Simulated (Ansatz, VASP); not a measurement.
# InP: VASP beside Ansatz

```
CELL_PARAMETERS angstrom
0.00000 2.93050 2.93050
2.93050 0.00000 2.93050
2.93050 2.93050 0.00000
ATOMIC_POSITIONS crystal
In 0.00000 0.00000 0.00000
P 0.75000 0.75000 0.75000
```

Alike in both runs: task single point; functional PBE; k mesh 8 × 8 × 8; occupations gaussian, width 0.018 eV; no spin polarisation.

|  | VASP | Ansatz |
| --- | --- | --- |
| version | VASP 6.6.1 | Ansatz 0.2.0 |
| potentials or method | VASP PAW PBE potentials, release 64 (In_d, P), cutoff 520 eV | all-electron LAPW, scalar-relativistic |

```csv
,VASP,Ansatz,Ansatz less VASP
gap on the k mesh at the Fermi level (eV),0.71,0.71,+0.002
least direct gap on the mesh (eV),0.71,0.71,+0.002
pressure (GPa),3.3,3.3,+0.05
```

Ansatz ran all-electron here, and VASP with PAW potentials.
